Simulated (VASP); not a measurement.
Crystal: BaTiO3.

```
Ba Ti O
1.0
     4.00600    0.00000    0.00000
     0.00000    4.00600    0.00000
     0.00000    0.00000    4.00600
Ba Ti O
1 1 3
Direct
  0.50000 0.50000 0.50000
  0.00000 0.00000 0.00000
  0.50000 0.00000 0.00000
  0.00000 0.00000 0.50000
  0.00000 0.50000 0.00000
```

| Property | Result |
| --- | --- |
| Program | VASP 6.6.1 |
| Task | relaxation of cell and atoms |
| Functional | PBE |
| Potentials or basis | VASP PAW PBE potentials, release 64 (Ba_sv, Ti_sv, O) |
| Cutoff | 600 eV |
| k mesh | 6 × 6 × 6 |
| Occupations | gaussian, width 0.01 eV |
| Spin | no spin polarisation |

At the start: pressure 3.3 GPa; volume 12.86 Å³/atom.

Problem. Where does the relaxation end?

Solution. Over 3 steps the energy falls by 2.5 meV/atom and the volume is 13.11 Å³/atom (+2.0 %); space group Pm-3m (No. 221, to 0.1 Å) before and after.

Step by step:
| step | energy change (eV) | largest force (eV/Å) | pressure (GPa) | volume (Å³) |
| --- | --- | --- | --- | --- |
| 1 | 0.0000 | 0.0000 | 3.27 | 64.29 |
| 2 | -0.0015 | 0.0000 | -2.84 | 66.76 |
| 3 | -0.0125 | 0.0000 | 0.00 | 65.55 |

Final structure:
```
Ba Ti O
1.0
     4.03195    0.00000    0.00000
     0.00000    4.03195    0.00000
     0.00000    0.00000    4.03195
Ba Ti O
1 1 3
Direct
  0.50000 0.50000 0.50000
  0.00000 0.00000 0.00000
  0.50000 0.00000 0.00000
  0.00000 0.00000 0.50000
  0.00000 0.50000 0.00000
```
